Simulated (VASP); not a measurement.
## Sn: single point with PBEsol

Sn:

```xyz
2
Lattice="0.0000 3.2456 3.3105 3.2456 0.0000 3.3105 3.2456 3.2456 0.0000" Properties=species:S:1:pos:R:3 pbc="T T T"
Sn    3.2456    3.2456    3.3105
Sn    4.8684    4.8684    4.9658
```

This cell differs from its parent crystal: zz strain of +2 %.

| Item | Value |
| --- | --- |
| Program | VASP 6.6.1 |
| Task | single point |
| Functional | PBEsol |
| Potentials or basis | VASP PAW PBE potentials, release 64 (Sn_d) |
| Cutoff | 520 eV |
| k mesh | 11 × 11 × 11 |
| Occupations | fermi-dirac, width 0.05 eV |
| Spin | no spin polarisation |
| Dipole correction | no |
| Further INCAR settings | ALGO = Normal; EDIFF = 1e-06; NBANDS = 21 |

```yaml
Pressure: 0.1 GPa
Band_gap_on_the_k_mesh: zero (band 14 reaches 5.40 eV, above the bottom of band 15 at 5.18 eV)
```

Stress tensor (GPa, compression positive):
```
 0.25  0.00  0.00
 0.00  0.25  0.00
 0.00  0.00 -0.34
```

Levels at points of the mesh, in eV from the Fermi level:
```csv
k point,band 11,band 12,band 13,band 14,band 15,band 16,band 17,band 18
"(0.00, 0.00, 0.00)",-10.47,-0.82,0.02,0.15,0.15,2.15,2.15,2.22
```

Run time: 60 s on 1 thread of Intel(R) Xeon(R) 6975P-C (Granite Rapids) (shared host), peak memory 0.29 GiB.

Caveat: the cell differs from its parent crystal (zz strain of +2 %); the PAW data sets were made with another functional, which shifts forces and pressure a little; spin-orbit coupling is left out, which moves the levels of the heavy elements.
